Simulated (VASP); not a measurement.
# GaSb (F-43m) in VASP: a series of runs, part 2 of 2

VASP 6.6.1. Earlier steps stand in the parts before.

**4. Single point, BHLYP**

File POSCAR:

```
GaSb
1.0
    0.0000000000      2.9965539066      2.9965539066
    2.9965539066      0.0000000000      2.9965539066
    2.9965539066      2.9965539066      0.0000000000
Sb Ga
1 1
Direct
    0.7500000000      0.7500000000      0.7500000000
    0.0000000000      0.0000000000      0.0000000000
```

File INCAR.step1:

```
PREC = Accurate
ENCUT = 520
EDIFF = 1E-5
ISMEAR = -1
SIGMA = 0.05
LREAL = F
LASPH = T
NELM = 60
ALGO = Normal
ISIF = 2
LWAVE = T
NBANDS = 16
GGA = PE
```

File INCAR.step2:

```
PREC = Accurate
ENCUT = 520
EDIFF = 1E-6
ISMEAR = -1
SIGMA = 0.05
LREAL = F
LASPH = T
NELM = 60
ALGO = Normal
ISIF = 2
LWAVE = F
LCHARG = T
GGA = B5
LHFCALC = T
AEXX = 0.5
ALDAX = 0.5
AGGAX = 0.5
AGGAC = 1.0
ALDAC = 0.0
PRECFOCK = Normal
LELF = T
LVHAR = T
NBANDS = 16
ISTART = 1
```

File KPOINTS:

```
Automatic mesh
0
Gamma
  4 4 4
```

Potentials or basis: VASP PAW PBE potentials, release 64 (Sb, Ga_d).

Run with:

```console
> cat potpaw_PBE.64/Sb/POTCAR potpaw_PBE.64/Ga_d/POTCAR > POTCAR
> cp INCAR.step1 INCAR
> mpirun -np 1 vasp_std > vasp.out
> cp INCAR.step2 INCAR
> mpirun -np 1 vasp_std > vasp.out
```

OUTCAR:

```text
PREC = Accurate
   ENCUT = 520
   EDIFF = 1E-6
   ISMEAR = -1
   LREAL = F
   LASPH = T
   NELM = 60
   ISIF = 2
   GGA = B5
   LHFCALC = T
   AEXX = 0.5
   PRECFOCK = Normal
   ISTART = 1

 ion  position               nearest neighbor table
   1  0.750  0.750  0.750-   2 2.60   2 2.60   2 2.60   2 2.60
   2  0.000  0.000  0.000-   1 2.60   1 2.60   1 2.60   1 2.60

  LATTYP: Found a face centered cubic cell.
 ALAT       =     5.9931078132

[... 327 lines left out ...]
     16      20.0284      0.00000

------------------------ aborting loop because EDIFF is reached ----------------------------------------

  FORCE on cell =-STRESS in cart. coord.  units (eV):
  Direction    XX          YY          ZZ          XY          YZ          ZX
  --------------------------------------------------------------------------------------
  -------------------------------------------------------------------------------------
  Total        1.1921453      1.1921453      1.1921453     -0.0000000     -0.0000000      0.0000000
  in kB       35.4930634     35.4930634     35.4930634     -0.0000000     -0.0000000      0.0000000
  external PRESSURE =      35.4930634 kB  Pullay stress =       0.0000000 kB

 VOLUME and BASIS-vectors are now :
 -----------------------------------------------------------------------------
  energy-cutoff  :      520.00
  volume of cell :       53.81
      direct lattice vectors                 reciprocal lattice vectors
     0.000000000  2.996553907  2.996553907    -0.166858336  0.166858336  0.166858336
     2.996553907  0.000000000  2.996553907     0.166858336 -0.166858336  0.166858336
     2.996553907  2.996553907  0.000000000     0.166858336  0.166858336 -0.166858336

 POSITION                                       TOTAL-FORCE (eV/Angst)
 -----------------------------------------------------------------------------------
      4.49483      4.49483      4.49483        -0.000000     -0.000000     -0.000000
      0.00000      0.00000      0.00000         0.000000      0.000000      0.000000
 -----------------------------------------------------------------------------------
    total drift:                                0.000044      0.000026      0.000032

  FREE ENERGIE OF THE ION-ELECTRON SYSTEM (eV)
  ---------------------------------------------------
  free  energy   TOTEN  =       -11.7965019613 eV

  energy  without entropy=      -11.7965019612  energy(sigma->0) =      -11.79650196
```

OUTCAR.step1:

```text
PREC = Accurate
   ENCUT = 520
   EDIFF = 1E-5
   ISMEAR = -1
   LREAL = F
[... 354 lines left out ...]
      4.49483      4.49483      4.49483         0.000000      0.000000      0.000000
      0.00000      0.00000      0.00000        -0.000000     -0.000000     -0.000000
 -----------------------------------------------------------------------------------
    total drift:                               -0.000002     -0.000002     -0.000002

  FREE ENERGIE OF THE ION-ELECTRON SYSTEM (eV)
  ---------------------------------------------------
  free  energy   TOTEN  =        -7.0586061025 eV

  energy  without entropy=       -7.0581712927  energy(sigma->0) =       -7.05838870
```

It took 18 min on 1 thread of AMD EPYC 7R43 (Zen 3), shared host; peak memory 0.15 GiB.

What came out:

* Free energy: -11.7965 eV
* Pressure: 3.5 GPa
* Band gap on the k mesh: 3.67 eV, indirect (least direct gap 3.94 eV)

Caveat: the k points lie up to 0.45 Å⁻¹ apart; the PAW data sets were made with another functional, which shifts forces and pressure a little; spin-orbit coupling is left out, which moves the levels of the heavy elements. A k mesh can miss the band edges.

**5. Single point, BHLYP**

This run uses another cell than the first one, of 27.48 Å³/atom, 1.021 times its volume.

File POSCAR:

```
GaSb
1.0
    0.0000000000      3.0176570942      3.0176570942
    3.0176570942      0.0000000000      3.0176570942
    3.0176570942      3.0176570942      0.0000000000
Sb Ga
1 1
Direct
    0.7500000000      0.7500000000      0.7500000000
    0.0000000000      0.0000000000      0.0000000000
```

File INCAR.step1:

```
SYSTEM = GaSb
ALGO = Normal
EDIFF = 1E-5
ENCUT = 520
GGA = PE
ISIF = 2
ISMEAR = -1
LASPH = .True.
LREAL = .False.
LWAVE = .True.
NBANDS = 16
NELM = 80
PREC = Accurate
SIGMA = 0.05
```

File INCAR.step2:

```
SYSTEM = GaSb
AEXX = 0.5
AGGAC = 1.0
AGGAX = 0.5
ALDAC = 0.0
ALDAX = 0.5
ALGO = Normal
EDIFF = 1E-6
ENCUT = 520
GGA = B5
ISIF = 2
ISMEAR = -1
ISTART = 1
LASPH = .True.
LCHARG = .True.
LELF = .True.
LHFCALC = .True.
LREAL = .False.
LVHAR = .True.
LWAVE = .False.
NBANDS = 16
NELM = 80
PREC = Accurate
PRECFOCK = Normal
SIGMA = 0.05
```

File KPOINTS:

```
k-points
0
Gamma
  4 4 4
  0 0 0
```

Run with:

```console
> cat potpaw_PBE.64/Sb/POTCAR potpaw_PBE.64/Ga_d/POTCAR > POTCAR
> cp INCAR.step1 INCAR
> mpirun -np 1 vasp_std > vasp.out
> cp INCAR.step2 INCAR
> mpirun -np 1 vasp_std > vasp.out
```

It took 16 min on 1 thread of AMD EPYC 7R43 (Zen 3), shared host; peak memory 0.15 GiB.

It converged, with:

| Property | Result |
| --- | --- |
| Free energy | -11.8165 eV |
| Pressure | 2.0 GPa |
| Band gap on the k mesh | 3.60 eV, indirect (least direct gap 3.73 eV) |

Levels at points of the mesh, in eV from the valence-band top:
```
           k point  band 7  band 8  band 9  band 10  band 11  band 12
(0.00, 0.00, 0.00)    0.00    0.00    0.00     3.73     5.94     5.94
(0.50, 0.00, 0.00)   -7.61   -1.38   -1.38     3.60     7.01     7.01
(0.50, 0.50, 0.00)   -8.14   -3.11   -3.11     3.81     4.18    13.12
```

Caveat: the k points lie up to 0.45 Å⁻¹ apart; the PAW data sets were made with another functional, which shifts forces and pressure a little; spin-orbit coupling is left out, which moves the levels of the heavy elements. A k mesh can miss the band edges.

**6. The runs side by side**

```csv
level,spin,cell,k mesh,grid for exact exchange (PRECFOCK),gap on the mesh (eV),pressure (GPa),moment (μB)
r2SCAN,"non-collinear, zero start, SOC","a = 4.238 Å, angles 60.0°, 2 atoms",8 × 8 × 8,-,-,4.4,0.00
r2SCAN,"non-collinear, zero start, SOC","a = 4.268 Å, angles 60.0°, 2 atoms",8 × 8 × 8,-,-,3.0,0.00
BHLYP,off,"a = 4.238 Å, angles 60.0°, 2 atoms",4 × 4 × 4,Normal,3.67,3.5,-
BHLYP,off,"a = 4.268 Å, angles 60.0°, 2 atoms",4 × 4 × 4,Normal,3.60,2.0,-
```

Alike in all rows: task single point; potentials or basis VASP PAW PBE potentials, release 64 (Sb, Ga_d); cutoff (eV) 520; smearing fermi-dirac 0.05 eV.

Caveats: some runs use coarse meshes; the PAW data sets were made with another functional, which shifts forces and pressure a little; spin-orbit coupling is left out, which moves the levels of the heavy elements (some runs).

Absolute energies hang on the potentials; compare differences alone.
